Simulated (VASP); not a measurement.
# NaZnCl3 (Pm-3m) in VASP: notebook, part 2 of 2

VASP 6.6.1.

### Step 3. Relaxation of cell and atoms, PBEsol

This run uses another cell than the first one, of 16.66 Å³/atom.

The input, INCAR:

```
PREC = Accurate
ENCUT = 600
EDIFF = 1E-6
ISMEAR = -1
SIGMA = 0.03
LREAL = F
LASPH = T
NELM = 80
ALGO = Normal
ISIF = 3
LWAVE = F
LCHARG = F
GGA = PS
IBRION = 2
NSW = 100
EDIFFG = -0.01
```

The input, KPOINTS:

```
regular mesh
0
Gamma
  6 6 6
```

The input, POSCAR:

```
NaZnCl3
1.0
    4.3676907800      0.0000000000      0.0000000000
    0.0000000000      4.3676907800      0.0000000000
    0.0000000000      0.0000000000      4.3676907800
Na Zn Cl
1 1 3
Direct
    0.0000000000      0.0000000000      0.0000000000
    0.5000000000      0.5000000000      0.5000000000
    0.5000000000      0.5000000000      0.0000000000
    0.5000000000      0.0000000000      0.5000000000
    0.0000000000      0.5000000000      0.5000000000
```

Potentials or basis: VASP PAW PBE potentials, release 64 (Na_pv, Zn, Cl).

Run with:

```console
cat potpaw_PBE.64/Na_pv/POTCAR potpaw_PBE.64/Zn/POTCAR potpaw_PBE.64/Cl/POTCAR > POTCAR
mpirun -np 1 vasp_std > vasp.out
```

OUTCAR:

```text
PREC = Accurate
   ENCUT = 600
   EDIFF = 1E-6
   ISMEAR = -1
   LREAL = F
   LASPH = T
   NELM = 80
   ISIF = 3
   GGA = PS
   IBRION = 2
   NSW = 100
   EDIFFG = -0.01

 ion  position               nearest neighbor table
   1  0.000  0.000  0.000-
   2  0.500  0.500  0.500-   3 2.18   4 2.18   5 2.18   3 2.18   4 2.18   5 2.18
   3  0.500  0.500  0.000-   2 2.18   2 2.18
   4  0.500  0.000  0.500-   2 2.18   2 2.18
   5  0.000  0.500  0.500-   2 2.18   2 2.18

  LATTYP: Found a simple cubic cell.
 ALAT       =     4.3676907800

  Lattice vectors:

 A1 = (   4.3676907800,   0.0000000000,   0.0000000000)
 A2 = (   0.0000000000,   4.3676907800,   0.0000000000)
 A3 = (   0.0000000000,   0.0000000000,   4.3676907800)

Analysis of symmetry for initial positions (statically):
=====================================================================
 Subroutine PRICEL returns:
 Original cell was already a primitive cell.

 Routine SETGRP: Setting up the symmetry group for a
 simple cubic supercell.

 Subroutine GETGRP returns: Found 48 space group operations
 (whereof 48 operations were pure point group operations)
 out of a pool of 48 trial point group operations.

The static configuration has the point symmetry O_h .

Analysis of symmetry for dynamics (positions and initial velocities):
=====================================================================
 Subroutine PRICEL returns:
[... 144 lines left out ...]
  volume of cell :       83.32
 maximum number of plane-waves:      2803
 NGX is ok and might be reduce to    36
   NGX = 17   NGY = 17   NGZ = 17

--------------------------------------- Ionic step        1  -------------------------------------------

 number of electron      40.0000006 magnetization

 Free energy of the ion-electron system (eV)
  ---------------------------------------------------
  ext. energy  EPLUGINS =         0.00000000
  ---------------------------------------------------
  free energy    TOTEN  =       -13.40841556 eV

  energy without entropy =      -13.40841556  energy(sigma->0) =      -13.40841556

 E-fermi :   4.3212     XC(G=0): -10.1734

 val. band max:        3.7002864615   @ k =   0.5000   0.5000   0.5000
 cond. band min:       5.0609736943   @ k =   0.0000   0.0000   0.0000
 fundamental gap:      1.3606872328
 Fermi energy:         4.3212448904

 k-point     1 :       0.0000    0.0000    0.0000
  band No.  band energies     occupation
      1     -19.3035      2.00000
      2     -19.3035      2.00000
      3     -19.3035      2.00000
      4     -13.1114      2.00000
      5     -10.9154      2.00000
      6     -10.9154      2.00000
[... 645 lines left out ...]
--------------------------------------- Ionic step        4  -------------------------------------------

 number of electron      40.0000008 magnetization

 Free energy of the ion-electron system (eV)
  ---------------------------------------------------
  ext. energy  EPLUGINS =         0.00000000
  ---------------------------------------------------
  free energy    TOTEN  =       -15.17463338 eV

  energy without entropy =      -15.17463338  energy(sigma->0) =      -15.17463338

 E-fermi :   0.9394     XC(G=0):  -8.7454

 val. band max:        0.2898646282   @ k =   0.5000   0.5000   0.5000
 cond. band min:       1.8739804839   @ k =   0.0000   0.0000   0.0000
 fundamental gap:      1.5841158558
 Fermi energy:         0.9393703491

 k-point     1 :       0.0000    0.0000    0.0000
  band No.  band energies     occupation
      1     -22.0718      2.00000
      2     -22.0718      2.00000
      3     -22.0718      2.00000
      4     -13.9778      2.00000
      5     -12.8158      2.00000
      6     -12.8158      2.00000
[... 561 lines left out ...]
  FREE ENERGIE OF THE ION-ELECTRON SYSTEM (eV)
  ---------------------------------------------------
  free  energy   TOTEN  =       -15.1746333768 eV

  energy  without entropy=      -15.1746333768  energy(sigma->0) =      -15.17463338

 reached required accuracy - stopping structural energy minimisation
```

OSZICAR:

```text
N       E                     dE             d eps       ncg     rms          rms(c)
DAV:   1     0.417432881622E+03    0.41743E+03   -0.21496E+04   960   0.212E+03
[... 40 lines left out ...]
DAV:   1    -0.151953455316E+02   -0.21560E-01   -0.40390E-01  1136   0.941E+00    0.992E-01
DAV:   2    -0.151778427109E+02    0.17503E-01   -0.51125E-02  1104   0.428E+00    0.396E-01
DAV:   3    -0.151750610616E+02    0.27816E-02   -0.81983E-03  1184   0.701E-01    0.184E-01
DAV:   4    -0.151747377353E+02    0.32333E-03   -0.21175E-04  1240   0.163E-01    0.883E-02
DAV:   5    -0.151746308567E+02    0.10688E-03   -0.39921E-05  1632   0.139E-01    0.126E-02
DAV:   6    -0.151746331287E+02   -0.22720E-05   -0.42173E-05  1120   0.448E-02    0.784E-03
DAV:   7    -0.151746333768E+02   -0.24812E-06   -0.12374E-06   760   0.953E-03
   4 F= -.15174633E+02 E0= -.15174633E+02  d E =-.176622E+01
```

CONTCAR:

```text
NaZnCl3
   1.00000000000000
     4.8276888776275628    0.0000000000000000    0.0000000000000000
    -0.0000000000000000    4.8276888776275628    0.0000000000000000
    -0.0000000000000000    0.0000000000000000    4.8276888776275628
  Na              Zn              Cl
     1     1     3
Direct
     0.0000000000000000    0.0000000000000000    0.0000000000000000
     0.5000000000000000    0.5000000000000000    0.5000000000000000
     0.5000000000000000    0.5000000000000000    0.0000000000000000
     0.5000000000000000    0.0000000000000000    0.5000000000000000
     0.0000000000000000    0.5000000000000000    0.5000000000000000

  0.00000000E+00  0.00000000E+00  0.00000000E+00
  0.00000000E+00  0.00000000E+00  0.00000000E+00
  0.00000000E+00  0.00000000E+00  0.00000000E+00
  0.00000000E+00  0.00000000E+00  0.00000000E+00
  0.00000000E+00  0.00000000E+00  0.00000000E+00
```

It took 3.4 min on 1 thread of Intel Xeon 8259CL, shared host; peak memory 0.24 GiB.

What came out:

* Free energy: -15.1746 eV
* Relaxed volume: 22.50 Å³/atom
* Relaxed cell: a = 4.828 Å, b = 4.828 Å, c = 4.828 Å, α = 90.00°, β = 90.00°, γ = 90.00°
* Space group after relaxing (to 0.1 Å): Pm-3m (No. 221)
* Energy gained by relaxing: 353.2 meV/atom
* Ionic steps: 4
* Pressure after relaxing: 0.0 GPa
* Band gap on the k mesh: 1.58 eV (least direct gap 2.22 eV)

The path:
```tsv
step	energy change (eV)	largest force (eV/Å)	pressure (GPa)	volume (Å³)
1	0.0000	0.0000	25.67	83.32
2	-1.7080	0.0000	-2.36	119.84
3	-1.7654	0.0000	0.33	111.60
4	-1.7662	0.0000	-0.01	112.52
```

Final structure:
```cif
data_structure
_symmetry_space_group_name_H-M 'P 1'
_symmetry_Int_Tables_number 1
_cell_length_a 4.8277
_cell_length_b 4.8277
_cell_length_c 4.8277
_cell_angle_alpha 90.000
_cell_angle_beta 90.000
_cell_angle_gamma 90.000
_cell_volume 112.52
loop_
_atom_site_label
_atom_site_type_symbol
_atom_site_fract_x
_atom_site_fract_y
_atom_site_fract_z
_atom_site_occupancy
Na1 Na 0.00000 0.00000 0.00000 1
Zn1 Zn 0.50000 0.50000 0.50000 1
Cl1 Cl 0.50000 0.50000 0.00000 1
Cl2 Cl 0.50000 0.00000 0.50000 1
Cl3 Cl 0.00000 0.50000 0.50000 1
```

Caveat: the volume moved by over 15 % at a fixed basis, so the end points are rough; the PAW data sets were made with another functional, which shifts forces and pressure a little.
